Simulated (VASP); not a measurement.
# SiSn2Ge3 (I4/mmm) in VASP: further runs

The runs below take SiSn2Ge3 through single point, relaxation of cell and atoms, with PBE.

Program: VASP 6.6.1. These are calculated values, not measurements. Logs are shortened: lines on timing, memory, paths and dates and some standing lists are left out, and cuts for length are marked.

### Step 1. The cell of the first run

Symmetry: I4/mmm, No. 139, tetragonal system. Conventional cell: a = 5.631 Å, b = 5.631 Å, c = 8.445 Å, α = 90.00°, β = 90.00°, γ = 90.00°. Si (site symmetry 4/mmm) has 2 Ge at 1.73 Å within 2.3 Å. Within 3.7 Å of Sn (site symmetry -4m2) lie 8 Ge at 2.84 to 3.52 Å and 4 Si at 3.52 Å. Ge (site symmetry 4mm) has 1 Si at 1.73 Å within 2.3 Å. Within 3.3 Å of Ge (site symmetry 4/mmm) lie 2 Ge at 2.50 Å.

The cell was generated, and may not be a known phase.

### Step 2. Single point, PBE

Input file INCAR:

```
  PREC = Accurate
  ENCUT = 520
  EDIFF = 1E-6
  ISMEAR = 0
  SIGMA = 0.1
  LREAL = F
  LASPH = T
  NELM = 80
  ALGO = Normal
  ISIF = 2
  LWAVE = F
  LCHARG = F
  GGA = PE
  NBANDS = 46
```

Input file KPOINTS:

```
regular mesh
0
Gamma
  4 4 4
```

Input file POSCAR:

```
SiSn2Ge3
1.0
   -2.8156116200      2.8156116200      4.2227181900
    2.8156116200     -2.8156116200      4.2227181900
    2.8156116200      2.8156116200     -4.2227181900
Si Sn Ge
1 2 3
Direct
    0.0000000000      0.0000000000      0.0000000000
    0.2500000000      0.7500000000      0.5000000000
    0.7500000000      0.2500000000      0.5000000000
    0.7954310400      0.7954310400      0.0000000000
    0.2045689600      0.2045689600      0.0000000000
    0.5000000000      0.5000000000      0.0000000000
```

Potentials or basis: VASP PAW PBE potentials, release 64 (Si, Sn_d, Ge_d).

Started as:

```console
cat potpaw_PBE.64/Si/POTCAR potpaw_PBE.64/Sn_d/POTCAR potpaw_PBE.64/Ge_d/POTCAR > POTCAR
mpirun -np 1 vasp_std > vasp.out
```

OUTCAR:

```text
PREC = Accurate
   ENCUT = 520
   EDIFF = 1E-6
   ISMEAR = 0
   LREAL = F
   LASPH = T
   NELM = 80
   ISIF = 2
   GGA = PE

 ion  position               nearest neighbor table
   1  0.000  0.000  0.000-   4 1.73   5 1.73
   2  0.250  0.750  0.500-   4 2.84   5 2.84   4 2.84   5 2.84
   3  0.750  0.250  0.500-   4 2.84   5 2.84   4 2.84   5 2.84
   4  0.795  0.795  0.000-   1 1.73   6 2.50   3 2.84   2 2.84   3 2.84   2 2.84
   5  0.205  0.205  0.000-   1 1.73   6 2.50   3 2.84   2 2.84   2 2.84   3 2.84
   6  0.500  0.500  0.000-   4 2.50   5 2.50

  LATTYP: Found a body centered tetragonal cell.
 ALAT       =     5.6312232400
 C/A-ratio  =     1.4997516561

  Lattice vectors:

 A1 = (  -2.8156116200,   2.8156116200,   4.2227181900)
 A2 = (   2.8156116200,  -2.8156116200,   4.2227181900)
 A3 = (   2.8156116200,   2.8156116200,  -4.2227181900)

Analysis of symmetry for initial positions (statically):
=====================================================================
 Subroutine PRICEL returns:
 Original cell was already a primitive cell.

 Routine SETGRP: Setting up the symmetry group for a
 body centered tetragonal supercell.

 Subroutine GETGRP returns: Found 16 space group operations
 (whereof 16 operations were pure point group operations)
 out of a pool of 16 trial point group operations.

The static configuration has the point symmetry D_4h.

Analysis of symmetry for dynamics (positions and initial velocities):
=====================================================================
 Subroutine PRICEL returns:
 Original cell was already a primitive cell.

 Routine SETGRP: Setting up the symmetry group for a
 body centered tetragonal supercell.

 Subroutine GETGRP returns: Found 16 space group operations
 (whereof 16 operations were pure point group operations)
 out of a pool of 16 trial point group operations.

The dynamic configuration has the point symmetry D_4h.

 Subroutine INISYM returns: Found 16 space group operations
 (whereof 16 operations are pure point group operations),
 and found     1 'primitive' translations

----------------------------------------------------------------------------------------

                                     Primitive cell

  volume of cell :     133.9052

  direct lattice vectors                    reciprocal lattice vectors
    -2.815611620  2.815611620  4.222718190     0.000000000  0.177581310  0.118407144
     2.815611620 -2.815611620  4.222718190     0.177581310  0.000000000  0.118407144
     2.815611620  2.815611620 -4.222718190     0.177581310  0.177581310  0.000000000

  length of vectors
     5.804023303  5.804023303  5.804023303     0.213437048  0.213437048  0.251137897

  position of ions in fractional coordinates (direct lattice)
     0.000000000  0.000000000  0.000000000
     0.250000000  0.750000000  0.500000000
     0.750000000  0.250000000  0.500000000
     0.795431040  0.795431040  0.000000000
     0.204568960  0.204568960  0.000000000
     0.500000000  0.500000000  0.000000000

  ion indices of the primitive-cell ions
   primitive index   ion index
                 1           1
                 2           2
                 3           3
                 4           4
                 5           5
                 6           6

----------------------------------------------------------------------------------------

 KPOINTS: regular mesh

Automatic generation of k-mesh.
 Grid dimensions read from file:
 generate k-points for:    4    4    4

 Generating k-lattice:

  Cartesian coordinates                     Fractional coordinates (reciprocal lattice)
     0.000000000  0.044395328  0.029601786     0.250000000  0.000000000  0.000000000
     0.044395328  0.000000000  0.029601786     0.000000000  0.250000000  0.000000000
     0.044395328  0.044395328  0.000000000     0.000000000  0.000000000  0.250000000

  Length of vectors
     0.053359262  0.053359262  0.062784474

  Shift w.r.t. Gamma in fractional coordinates (k-lattice)
     0.000000000  0.000000000  0.000000000

 Subroutine IBZKPT returns following result:
 ===========================================

 Found     13 irreducible k-points:

 Following reciprocal coordinates:
            Coordinates               Weight
  0.000000  0.000000  0.000000      1.000000
  0.250000  0.000000  0.000000      8.000000
  0.500000  0.000000  0.000000      4.000000
  0.250000  0.250000  0.000000      8.000000
  0.500000  0.250000 -0.000000     16.000000
 -0.250000  0.250000  0.000000      4.000000
  0.500000  0.500000  0.000000      2.000000
  0.250000  0.250000  0.250000      2.000000
 -0.250000  0.250000  0.250000      4.000000
  0.500000  0.500000  0.250000      4.000000
 -0.250000  0.500000  0.250000      8.000000
 -0.250000 -0.250000  0.250000      2.000000
  0.500000  0.500000  0.500000      1.000000
   k-points           NKPTS =     13   k-points in BZ     NKDIM =     13   number of bands    NBANDS=     46
   number of dos      NEDOS =    301   number of ions     NIONS =      6
   total plane-waves  NPLWV = 110592
   dimension x,y,z NGX =    48 NGY =   48 NGZ =   48
   dimension x,y,z NGXF=    96 NGYF=   96 NGZF=   96
   ions per type =               1   2   3
   NGX,Y,Z   is equivalent  to a cutoff of  13.75, 13.75, 13.75 a.u.
   NGXF,Y,Z  is equivalent  to a cutoff of  27.50, 27.50, 27.50 a.u.
 SYSTEM =  unknown system
   PREC   = accura    normal or accurate (medium, high low for compatibility)
   ISTART =      0    job   : 0-new  1-cont  2-samecut
   ICHARG =      2    charge: 1-file 2-atom 10-const
   ISPIN  =      1    spin polarized calculation?
   LNONCOLLINEAR =      F non collinear calculations
   LSORBIT =      F    spin-orbit coupling
   LASPH  =      T    aspherical Exc in radial PAW
   ENCUT  =  520.0 eV  38.22 Ry    6.18 a.u.  10.79 10.79 10.79*2*pi/ulx,y,z
   NELM   =     80;   NELMIN=  2; NELMDL= -5     # of ELM steps
   EDIFF  = 0.1E-05   stopping-criterion for ELM
   LREAL  =      F    real-space projection
   EDIFFG = 0.1E-04   stopping-criterion for IOM
   NSW    =      0    number of steps for IOM
   IBRION =     -1    ionic relax: 0-MD 1-quasi-New 2-CG
   NFREE  =      0    steps in history (QN), initial steepest desc. (CG)
   ISIF   =      2    stress and relaxation
   ISYM   =      2    0-nonsym 1-usesym 2-fastsym
   POTIM  = 0.5000    time-step for ionic-motion
   TEBEG  =    0.0;   TEEND  =   0.0 temperature during run
   PSTRESS=    0.0 pullay stress
   NELECT =      74.0000    total number of electrons
   NUPDOWN=      -1.0000    fix difference up-down
   EMIN   =  10.00;   EMAX   =-10.00  energy-range for DOS
   EFERMI =   0.00;   METHOD = LEGACY
   ISMEAR =     0;   SIGMA  =   0.10  broadening in eV -4-tet -1-fermi 0-gaus
   EFERMI_NEDOS =   21; number of points for ismear=-14 and -15
   IALGO  =     38    algorithm
   IMIX   =      4    mixing-type and parameters
     AMIX     =   0.40;   BMIX     =  1.00
     AMIX_MAG =   1.60;   BMIX_MAG =  1.00
  volume/ion in A,a.u.               =      22.32       150.61
  Fermi-wavevector in a.u.,A,eV,Ry     =   1.343444  2.538741 24.556360  1.804842
  Thomas-Fermi vector in A             =   2.471517
   LORBIT       =      0    0 simple, 1 ext, 2 COOP (PROOUT), +10 PAW based schemes
   GGA     = PE    functional components
   LHFCALC =     F    Hartree Fock is set to
   AEXX    =    0.0000 exact exchange contribution
   IVDW    =     0    specifies the selected vdW correction
   LEPSILON=     F    determine dielectric tensor
   LRPA    =     F    only Hartree local field effects (RPA)
 non-spin polarized calculation
 Gauss-broadening in eV      SIGMA  =   0.10
  energy-cutoff  :      520.00
  volume of cell :      133.91
 maximum number of plane-waves:      3631
 NGX is ok and might be reduce to    48
   NGX = 21   NGY = 21   NGZ = 21

 number of electron      74.0000002 magnetization

 Free energy of the ion-electron system (eV)
  ---------------------------------------------------
  ext. energy  EPLUGINS =         0.00000000
  ---------------------------------------------------
  free energy    TOTEN  =       -14.57958623 eV

  energy without entropy =      -14.55493686  energy(sigma->0) =      -14.56726155

 E-fermi :   6.7915     XC(G=0): -10.3142

 val. band max:        6.7684975755   @ k =  -0.2500  -0.2500   0.2500
 cond. band min:       6.7928104791   @ k =   0.5000   0.5000   0.2500
 fundamental gap:      0.0243129036
 Fermi energy:         6.7914577581

 k-point     1 :       0.0000    0.0000    0.0000
  band No.  band energies     occupation
      1     -18.6212      2.00000
      2     -18.5234      2.00000
      3     -18.2735      2.00000
      4     -18.2735      2.00000
      5     -18.2695      2.00000
      6     -18.2695      2.00000
[... 38 lines left out ...]
     45      13.1807      0.00000
     46      13.6246      0.00000

 k-point     2 :       0.2500    0.0000    0.0000
  band No.  band energies     occupation
      1     -18.6107      2.00000
      2     -18.5347      2.00000
      3     -18.2743      2.00000
      4     -18.2743      2.00000
      5     -18.2687      2.00000
      6     -18.2687      2.00000
[... 38 lines left out ...]
     45      11.9143      0.00000
     46      13.2199      0.00000

 k-point     3 :       0.5000    0.0000    0.0000
  band No.  band energies     occupation
      1     -18.5953      2.00000
      2     -18.5508      2.00000
      3     -18.2749      2.00000
      4     -18.2749      2.00000
      5     -18.2680      2.00000
      6     -18.2680      2.00000
[... 38 lines left out ...]
     45      11.8151      0.00000
     46      12.6755      0.00000

 k-point     4 :       0.2500    0.2500    0.0000
  band No.  band energies     occupation
      1     -18.5953      2.00000
      2     -18.5508      2.00000
      3     -18.2750      2.00000
      4     -18.2749      2.00000
      5     -18.2680      2.00000
      6     -18.2680      2.00000
[... 38 lines left out ...]
     45      11.1906      0.00000
     46      12.2212      0.00000

 k-point     5 :       0.5000    0.2500   -0.0000
  band No.  band energies     occupation
      1     -18.6100      2.00000
      2     -18.5344      2.00000
      3     -18.2748      2.00000
      4     -18.2743      2.00000
      5     -18.2687      2.00000
      6     -18.2682      2.00000
[... 38 lines left out ...]
     45      11.2362      0.00000
     46      11.9357      0.00000

 k-point     6 :      -0.2500    0.2500    0.0000
  band No.  band energies     occupation
      1     -18.6206      2.00000
      2     -18.5230      2.00000
      3     -18.2741      2.00000
      4     -18.2735      2.00000
      5     -18.2695      2.00000
      6     -18.2689      2.00000
[... 38 lines left out ...]
     45      12.3974      0.00000
     46      12.6328      0.00000

 k-point     7 :       0.5000    0.5000    0.0000
  band No.  band energies     occupation
      1     -18.6199      2.00000
      2     -18.5226      2.00000
      3     -18.2746      2.00000
      4     -18.2735      2.00000
      5     -18.2695      2.00000
      6     -18.2683      2.00000
[... 38 lines left out ...]
     45      10.7292      0.00000
     46      11.5431      0.00000

 k-point     8 :       0.2500    0.2500    0.2500
  band No.  band energies     occupation
      1     -18.5948      2.00000
      2     -18.5503      2.00000
      3     -18.2749      2.00000
      4     -18.2749      2.00000
      5     -18.2680      2.00000
      6     -18.2680      2.00000
[... 38 lines left out ...]
     45      10.4274      0.00000
     46      11.7611      0.00000

 k-point     9 :      -0.2500    0.2500    0.2500
  band No.  band energies     occupation
      1     -18.6204      2.00000
      2     -18.5232      2.00000
      3     -18.2740      2.00000
      4     -18.2740      2.00000
      5     -18.2689      2.00000
      6     -18.2689      2.00000
[... 38 lines left out ...]
     45      11.6980      0.00000
     46      12.8590      0.00000

 k-point    10 :       0.5000    0.5000    0.2500
  band No.  band energies     occupation
      1     -18.6203      2.00000
      2     -18.5234      2.00000
      3     -18.2746      2.00000
      4     -18.2740      2.00000
      5     -18.2689      2.00000
      6     -18.2683      2.00000
[... 38 lines left out ...]
     45      12.2128      0.00000
     46      12.4492      0.00000

 k-point    11 :      -0.2500    0.5000    0.2500
  band No.  band energies     occupation
      1     -18.6103      2.00000
      2     -18.5352      2.00000
      3     -18.2747      2.00000
      4     -18.2747      2.00000
      5     -18.2682      2.00000
      6     -18.2682      2.00000
[... 38 lines left out ...]
     45      11.4677      0.00000
     46      12.5776      0.00000

 k-point    12 :      -0.2500   -0.2500    0.2500
  band No.  band energies     occupation
      1     -18.5959      2.00000
      2     -18.5514      2.00000
      3     -18.2749      2.00000
      4     -18.2749      2.00000
      5     -18.2680      2.00000
      6     -18.2680      2.00000
[... 38 lines left out ...]
     45      13.2006      0.00000
     46      13.2006      0.00000

 k-point    13 :       0.5000    0.5000    0.5000
  band No.  band energies     occupation
      1     -18.6206      2.00000
      2     -18.5242      2.00000
      3     -18.2746      2.00000
      4     -18.2746      2.00000
      5     -18.2684      2.00000
      6     -18.2684      2.00000
[... 38 lines left out ...]
     45      11.2753      0.00000
     46      11.8680      0.00000

------------------------ aborting loop because EDIFF is reached ----------------------------------------

  FORCE on cell =-STRESS in cart. coord.  units (eV):
  Direction    XX          YY          ZZ          XY          YZ          ZX
  --------------------------------------------------------------------------------------
  -------------------------------------------------------------------------------------
  Total        4.1058949      4.1058949     77.0633105      0.0000000     -0.0000000      0.0000000
  in kB       49.1270652     49.1270652    922.0631292      0.0000000     -0.0000000      0.0000000
  external PRESSURE =     340.1057532 kB  Pullay stress =       0.0000000 kB

 VOLUME and BASIS-vectors are now :
 -----------------------------------------------------------------------------
  energy-cutoff  :      520.00
  volume of cell :      133.91
      direct lattice vectors                 reciprocal lattice vectors
    -2.815611620  2.815611620  4.222718190     0.000000000  0.177581310  0.118407144
     2.815611620 -2.815611620  4.222718190     0.177581310  0.000000000  0.118407144
     2.815611620  2.815611620 -4.222718190     0.177581310  0.177581310  0.000000000

 POSITION                                       TOTAL-FORCE (eV/Angst)
 -----------------------------------------------------------------------------------
      0.00000      0.00000      0.00000        -0.000000     -0.000000      0.000000
      2.81561      0.00000      2.11136        -0.000000     -0.000000      0.000000
      0.00000      2.81561      2.11136        -0.000000     -0.000000      0.000000
      0.00000      0.00000      6.71776         0.000000      0.000000    -19.395326
      0.00000      0.00000      1.72767        -0.000000     -0.000000     19.395326
      0.00000      0.00000      4.22272        -0.000000     -0.000000      0.000000
 -----------------------------------------------------------------------------------
    total drift:                                0.000000     -0.000000      0.000000

  FREE ENERGIE OF THE ION-ELECTRON SYSTEM (eV)
  ---------------------------------------------------
  free  energy   TOTEN  =       -14.5795862313 eV

  energy  without entropy=      -14.5549368636  energy(sigma->0) =      -14.56726155
```

Run time: 3.2 min. Hardware: 1 thread of AMD EPYC 7R13, shared host; peak memory 0.35 GiB.

Results:

```yaml
Free_energy: -14.5796 eV
Pressure: 34.0 GPa
Largest_force: 19.395 eV/Å
Band_gap_on_the_k_mesh: zero (bands 37 and 38 overlap by 2.60 eV)
```

Forces in eV/Å, atoms in the order of the input:
```
Si    0.000   0.000   0.000
Sn    0.000   0.000   0.000
Sn    0.000   0.000   0.000
Ge    0.000   0.000 -19.395
Ge    0.000   0.000  19.395
Ge    0.000   0.000   0.000
```

Levels at points of the mesh, in eV from the Fermi level:
```csv
k point,band 35,band 36,band 37,band 38,band 39,band 40
"(0.00, 0.00, 0.00)",-3.59,-2.16,-1.42,-1.42,-0.95,2.68
"(0.50, 0.00, 0.00)",-1.15,-0.35,-0.07,0.44,0.87,0.89
"(0.50, 0.50, 0.00)",-0.62,-0.61,1.19,1.20,1.29,1.70
"(0.50, 0.50, 0.50)",-1.89,-1.66,-0.03,0.37,0.37,2.27
```

Caveat: the stress differs along the axes, from 5 to 92 GPa; spin-orbit coupling is left out, which moves the levels of the heavy elements; forces of over 1 eV/Å act on the atoms, so gaps and moduli don't describe the material at rest.

(Part 1 of 2 ends here.)

The gap in the log of VASP goes by the Fermi energy; the results here count the filled bands.